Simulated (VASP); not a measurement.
# BN in VASP: further runs, part 2 of 2

VASP 6.6.1. Earlier steps stand in the parts before.

### 3 Single point, rSCAN (last atom moved by 0.05 Å along z, cell strained by +1.5% along z)

INCAR reads:

```
ADDGRID  = False        
ALGO     = Normal         # electronic algorithm
EDIFF    = 1E-7           # SCF threshold, eV
EFERMI   = MIDGAP       
ENCUT    = 840            # plane-wave cutoff, eV
GGA_COMPAT= False        
ISIF     = 2              # what is computed and relaxed
ISMEAR   = 0              # smearing method
KPAR     = 2            
LASPH    = True           # aspherical terms in the spheres
LCHARG   = False          # write CHGCAR
LMIXTAU  = True         
LREAL    = False          # projectors in reciprocal space
LWAVE    = False          # write WAVECAR
METAGGA  = RSCAN          # meta-GGA
NBANDS   = 32             # bands
NELM     = 120            # most SCF steps
PREC     = Accurate       # precision mode
SIGMA    = 0.03           # smearing width, eV
```

KPOINTS reads:

```
Automatic mesh
0
Gamma
  20 20 7
  0 0 0
```

POSCAR reads:

```
BN
1.0
    2.4982400000      0.0000000000      0.0000000000
   -1.2491200000      2.1635393048      0.0000000000
    0.0000000000      0.0000000000      6.7352355000
N B
2 2
Direct
    0.6666666700      0.3333333300      0.2500000000
    0.3333333300      0.6666666700      0.7500000000
    0.6666666700      0.3333333300      0.7500000000
    0.3333333300      0.6666666700      0.2575350000
```

Potentials or basis: VASP PAW PBE potentials, release 64 (N, B).

Launch:

```sh
$ cat potpaw_PBE.64/N/POTCAR potpaw_PBE.64/B/POTCAR > POTCAR
$ mpirun -np 2 vasp_std > vasp.out
```

OUTCAR:

```text
EDIFF = 1E-7
   EFERMI = MIDGAP
   ENCUT = 840
   ISIF = 2
   ISMEAR = 0
   LASPH = True
   LREAL = False
   METAGGA = RSCAN
   NELM = 120
   PREC = Accurate

 ion  position               nearest neighbor table
   1  0.667  0.333  0.250-   4 1.44   4 1.44   4 1.44
   2  0.333  0.667  0.750-   3 1.44   3 1.44   3 1.44
   3  0.667  0.333  0.750-   2 1.44   2 1.44   2 1.44
   4  0.333  0.667  0.258-   1 1.44   1 1.44   1 1.44

  LATTYP: Found a hexagonal cell.
 ALAT       =     2.4982400000
 C/A-ratio  =     2.6959921785

  Lattice vectors:

 A1 = (   2.4982400000,   0.0000000000,   0.0000000000)
 A2 = (  -1.2491200000,   2.1635393048,   0.0000000000)
 A3 = (   0.0000000000,   0.0000000000,   6.7352355000)

Analysis of symmetry for initial positions (statically):
=====================================================================
 Subroutine PRICEL returns:
 Original cell was already a primitive cell.

 Routine SETGRP: Setting up the symmetry group for a
 hexagonal supercell.

 Subroutine GETGRP returns: Found  6 space group operations
 (whereof  6 operations were pure point group operations)
 out of a pool of 24 trial point group operations.

The static configuration has the point symmetry C_3v.

Analysis of symmetry for dynamics (positions and initial velocities):
=====================================================================
 Subroutine PRICEL returns:
 Original cell was already a primitive cell.

 Routine SETGRP: Setting up the symmetry group for a
 hexagonal supercell.

 Subroutine GETGRP returns: Found  6 space group operations
 (whereof  6 operations were pure point group operations)
 out of a pool of 24 trial point group operations.

The dynamic configuration has the point symmetry C_3v.

 Subroutine INISYM returns: Found  6 space group operations
 (whereof  6 operations are pure point group operations),
[... 121 lines left out ...]
     AMIX     =   0.40;   BMIX     =  1.00
     AMIX_MAG =   1.60;   BMIX_MAG =  1.00
  volume/ion in A,a.u.               =       9.10        61.42
  Fermi-wavevector in a.u.,A,eV,Ry     =   1.244699  2.352140 21.079165  1.549275
  Thomas-Fermi vector in A             =   2.378954
   LORBIT       =      0    0 simple, 1 ext, 2 COOP (PROOUT), +10 PAW based schemes
   METAGGA = RSCAN    functional components
   LHFCALC =     F    Hartree Fock is set to
   AEXX    =    0.0000 exact exchange contribution
   IVDW    =     0    specifies the selected vdW correction
   LEPSILON=     F    determine dielectric tensor
   LRPA    =     F    only Hartree local field effects (RPA)

   CSHIFT  =0.1000    complex shift for real part using Kramers Kronig

   OMEGAMAX=  -1.0    maximum frequency
 non-spin polarized calculation
 Gauss-broadening in eV      SIGMA  =   0.03
  energy-cutoff  :      840.00
  volume of cell :       36.40
 maximum number of plane-waves:      2034
   NGX = 11   NGY = 11   NGZ = 31

 number of electron      15.9999999 magnetization

 Free energy of the ion-electron system (eV)
  ---------------------------------------------------
  ext. energy  EPLUGINS =         0.00000000
  ---------------------------------------------------
  free energy    TOTEN  =       -40.09387211 eV

  energy without entropy =      -40.09387211  energy(sigma->0) =      -40.09387211

 E-fermi :   4.2935     XC(G=0): -10.7041

 val. band max:        1.8920839208   @ k =   0.3000   0.3000   0.0000
 cond. band min:       6.6949685220   @ k =   0.5000   0.0000   0.0000
 fundamental gap:      4.8028846011
 Fermi energy:         4.2935262214

 k-point     1 :       0.0000    0.0000    0.0000
  band No.  band energies     occupation
      1     -16.9291      2.00000
      2     -16.6676      2.00000
      3      -4.4956      2.00000
      4      -2.4500      2.00000
      5       0.5061      2.00000
      6       0.5061      2.00000
[... 541 lines left out ...]
     19      23.0172      0.00000
     20      24.2349      0.00000

 [... further k-points ...]

 [bands above 20 left out]

------------------------ aborting loop because EDIFF is reached ----------------------------------------

  FORCE on cell =-STRESS in cart. coord.  units (eV):
  Direction    XX          YY          ZZ          XY          YZ          ZX
  --------------------------------------------------------------------------------------
  -------------------------------------------------------------------------------------
  Total       -0.0657693     -0.0657693      0.0514556      0.0000000     -0.0000000      0.0000000
  in kB       -2.8945552     -2.8945552      2.2645984      0.0000000     -0.0000000      0.0000000
  external PRESSURE =      -1.1748373 kB  Pullay stress =       0.0000000 kB

 VOLUME and BASIS-vectors are now :
 -----------------------------------------------------------------------------
  energy-cutoff  :      840.00
  volume of cell :       36.40
      direct lattice vectors                 reciprocal lattice vectors
     2.498240000  0.000000000  0.000000000     0.400281798  0.231102804  0.000000000
    -1.249120000  2.163539305  0.000000000     0.000000000  0.462205608  0.000000000
     0.000000000  0.000000000  6.735235500     0.000000000  0.000000000  0.148472908

 POSITION                                       TOTAL-FORCE (eV/Angst)
 -----------------------------------------------------------------------------------
      1.24912      0.72118      1.68381         0.000000     -0.000000      0.728320
     -0.00000      1.44236      5.05143         0.000000     -0.000000     -0.043816
      1.24912      0.72118      5.05143        -0.000000      0.000000      0.054900
     -0.00000      1.44236      1.73456         0.000000      0.000000     -0.739404
 -----------------------------------------------------------------------------------
    total drift:                               -0.000000      0.000000     -0.000000

  FREE ENERGIE OF THE ION-ELECTRON SYSTEM (eV)
  ---------------------------------------------------
  free  energy   TOTEN  =       -40.0938721073 eV

  energy  without entropy=      -40.0938721073  energy(sigma->0) =      -40.09387211
```

OSZICAR:

```text
N       E                     dE             d eps       ncg     rms          rms(c)
DAV:   1     0.768353694532E+02    0.76835E+02   -0.93230E+03 17600   0.691E+02
DAV:   2    -0.440527107983E+02   -0.12089E+03   -0.11044E+03 20872   0.217E+02
DAV:   3    -0.480816055214E+02   -0.40289E+01   -0.39853E+01 22296   0.314E+01
[... 16 lines left out ...]
DAV:  20    -0.400938727872E+02   -0.13250E-05   -0.11377E-07 18600   0.207E-03    0.198E-04
DAV:  21    -0.400938718457E+02    0.94154E-06   -0.70573E-08 18488   0.164E-03    0.147E-04
DAV:  22    -0.400938722351E+02   -0.38949E-06   -0.44095E-09 16720   0.411E-04    0.568E-05
DAV:  23    -0.400938720483E+02    0.18682E-06   -0.83390E-10 11288   0.160E-04    0.395E-05
DAV:  24    -0.400938721073E+02   -0.58930E-07   -0.33363E-10  9632   0.108E-04
   1 F= -.40093872E+02 E0= -.40093872E+02  d E =0.000000E+00
```

It took 16 min on 2 MPI ranks of Intel Xeon Platinum 8488C (Sapphire Rapids), shared host; peak memory 0.52 GiB.

What came out:

| Item | Value |
| --- | --- |
| Free energy | -40.0939 eV |
| Pressure | -0.1 GPa |
| Largest force | 0.739 eV/Å |
| Band gap on the k mesh | 4.80 eV (least direct gap 5.31 eV) |

Forces on the atoms (eV/Å):
```
N    0.000  0.000  0.728
N    0.000  0.000 -0.044
B    0.000  0.000  0.055
B    0.000  0.000 -0.739
```

Levels at points of the mesh, in eV from the valence-band top:
```
           k point  band 6  band 7  band 8  band 9  band 10  band 11
(0.00, 0.00, 0.00)   -1.39   -1.34   -1.34    5.45    10.82    12.30
(0.50, 0.00, 0.00)   -4.26   -1.45   -0.50    4.80     6.18    10.20
```

Caveat: the cell differs from its parent crystal (last atom moved by 0.05 Å along z, cell strained by +1.5% along z); the PAW data sets were made with another functional, which shifts forces and pressure a little; an odd mesh through Γ misses points on the zone boundary, where band edges can lie.

### 4 Relaxation of cell and atoms, PBE (9.50 Å³/atom)

This run uses another cell than the first one, of 9.50 Å³/atom.

POSCAR reads:

```
BN
1.0
    2.5472375375      0.0000000000      0.0000000000
   -1.2736187687      2.2059724170      0.0000000000
    0.0000000000      0.0000000000      6.7658448057
N B
2 2
Direct
    0.6666666667      0.3333333333      0.2500000000
    0.3333333333      0.6666666667      0.7500000000
    0.6666666667      0.3333333333      0.7500000000
    0.3333333333      0.6666666667      0.2500000000
```

INCAR.step1 reads:

```
GGA = PE ; ISMEAR = 0
SIGMA = 0.03 ; LWAVE = F
LCHARG = F ; NSW = 80
PREC = Accurate ; LASPH = T
LREAL = F ; ALGO = Normal
EDIFF = 1E-7 ; NELM = 120
GGA_COMPAT = F ; IBRION = 2
ISIF = 3 ; EDIFFG = -0.002
NELMIN = 4 ; ENCUT = 840
EFERMI = MIDGAP ; POTIM = 0.5
```

INCAR.step4 reads:

```
GGA = PE ; ISMEAR = 0
SIGMA = 0.03 ; LWAVE = F
LCHARG = F ; PREC = Accurate
LASPH = T ; LREAL = F
ALGO = Normal ; EDIFF = 1E-7
NELM = 120 ; GGA_COMPAT = F
ISIF = 2 ; ENCUT = 840
EFERMI = MIDGAP
```

KPOINTS reads:

```
Automatic mesh
0
Gamma
  12 12 4
  0 0 0
```

Launch:

```sh
$ cat potpaw_PBE.64/N/POTCAR potpaw_PBE.64/B/POTCAR > POTCAR
$ cp INCAR.step1 INCAR
$ cp POSCAR.step1 POSCAR
$ mpirun -np 1 vasp_std > vasp.out
$ cp CONTCAR POSCAR
$ mpirun -np 1 vasp_std > vasp.out
$ cp CONTCAR POSCAR
$ mpirun -np 1 vasp_std > vasp.out
$ cp CONTCAR POSCAR
$ cp INCAR.step4 INCAR
$ mpirun -np 1 vasp_std > vasp.out
```

Run time: 12 min. Hardware: 1 thread of Intel Xeon Platinum 8488C (Sapphire Rapids), shared host; peak memory 0.23 GiB.

Results (log left out):

```
Free energy                           : -35.2260 eV
Relaxed volume                        : 11.30 Å³/atom
Relaxed cell                          : a = 2.513 Å, b = 2.513 Å, c = 8.269 Å, α = 90.00°, β = 90.00°, γ = 120.00°
Space group after relaxing (to 0.1 Å) : P6_3/mmc (No. 194)
Energy gained by relaxing             : 20.7 meV/atom
Ionic steps                           : 46
Pressure after relaxing               : 0.0 GPa
Band gap on the k mesh                : 4.42 eV (least direct gap 4.65 eV)
```

The path:
| step | energy change (eV) | largest force (eV/Å) | pressure (GPa) | volume (Å³) |
| --- | --- | --- | --- | --- |
| 1 | 0.0000 | 0.0000 | -8.17 | 38.02 |
| 3 | -0.0446 | 0.0000 | 0.64 | 37.09 |
| 5 | -0.0473 | 0.0000 | 0.79 | 37.28 |
| 7 | -0.0646 | 0.0000 | 0.38 | 39.11 |
| 9 | -0.0749 | 0.0000 | -0.02 | 42.50 |
| 11 | -0.0752 | 0.0000 | -0.08 | 43.37 |
| 13 | -0.0752 | 0.0000 | 0.00 | 43.36 |
| 15 | -0.0812 | 0.0000 | -0.02 | 43.39 |
| 17 | -0.0813 | 0.0000 | -0.08 | 43.43 |
| 19 | -0.0813 | 0.0000 | -0.08 | 43.48 |
| 21 | -0.0815 | 0.0000 | -0.03 | 43.70 |
| 23 | -0.0818 | 0.0000 | 0.16 | 44.56 |
| 25 | -0.0818 | 0.0000 | -0.01 | 44.67 |
| 27 | -0.0825 | 0.0000 | 0.03 | 44.67 |
| 29 | -0.0825 | 0.0000 | 0.05 | 44.68 |
| 31 | -0.0825 | 0.0000 | 0.05 | 44.68 |
| 33 | -0.0825 | 0.0000 | 0.03 | 44.70 |
| 35 | -0.0826 | 0.0000 | -0.04 | 44.78 |
| 37 | -0.0826 | 0.0000 | -0.09 | 44.86 |
| 39 | -0.0826 | 0.0000 | -0.10 | 44.88 |
| 41 | -0.0826 | 0.0000 | -0.10 | 44.91 |
| 43 | -0.0826 | 0.0000 | -0.07 | 45.01 |
| 45 | -0.0826 | 0.0000 | 0.05 | 45.42 |
| 46 | -0.0826 | 0.0000 | -0.01 | 45.21 |

Final structure:
```
N B
1.0
     2.51279    0.00000    0.00000
    -1.25639    2.17614    0.00000
     0.00000    0.00000    8.26856
N B
2 2
Direct
  0.66667 0.33333 0.25000
  0.33333 0.66667 0.75000
  0.66667 0.33333 0.75000
  0.33333 0.66667 0.25000
```

Levels at points of the mesh, in eV from the valence-band top:
| k point | band 5 | band 6 | band 7 | band 8 | band 9 | band 10 | band 11 | band 12 |
| --- | --- | --- | --- | --- | --- | --- | --- | --- |
| (0.00, 0.00, 0.00) | -1.35 | -1.35 | -1.35 | -1.35 | 4.42 | 7.85 | 10.18 | 11.51 |
| (0.50, 0.00, 0.00) | -4.12 | -4.11 | -1.02 | -0.77 | 4.56 | 5.02 | 9.42 | 9.86 |
| (0.00, 0.00, 0.50) | -1.35 | -1.35 | -1.35 | -1.35 | 5.74 | 5.74 | 11.51 | 11.51 |
| (0.50, 0.00, 0.50) | -4.12 | -4.12 | -0.90 | -0.90 | 4.76 | 4.76 | 9.69 | 9.69 |

Caveat: the volume moved by over 15 % at a fixed basis, so the end points are rough; this functional lacks dispersion, which binds the layers, so the pressure and a relaxed spacing across them are unreliable.

### 5 Summary

```csv
task,level,cell,k mesh,cutoff (eV),tolerance level,purpose,passes,gap on the mesh (eV),pressure (GPa),largest force (eV/Å)
single point,rSCAN,"a = 2.498, b = 2.498, c = 6.735 Å, angles 90.0, 90.0, 120.0°, 4 atoms, atomic positions A",10 × 10 × 4,520,tight,energy,-,4.80,-0.3,0.74
single point,rSCAN,"a = 2.498, b = 2.498, c = 6.735 Å, angles 90.0, 90.0, 120.0°, 4 atoms, atomic positions A",20 × 20 × 7,840,tight,energy,-,4.80,-0.1,0.74
relaxation of cell and atoms,PBE,"relaxed from a = 2.547, b = 2.547, c = 6.766 Å, angles 90.0, 90.0, 120.0°, 4 atoms, atomic positions B",12 × 12 × 4,840,screening,cell,3,4.42,0.0,-
```

Alike in all rows: potentials or basis VASP PAW PBE potentials, release 64 (N, B); no spin polarisation; smearing gaussian 0.03 eV.

Caveats: the PAW data sets were made with another functional, which shifts forces and pressure a little (at least some runs); an odd mesh through Γ misses points on the zone boundary, where band edges can lie (at least some runs); the volume moved by over 15 % at a fixed basis, so the end points are rough (at least some runs); this functional lacks dispersion, which binds the layers, so the pressure and a relaxed spacing across them are unreliable (at least some runs).

Absolute energies hang on the potentials; compare differences alone.
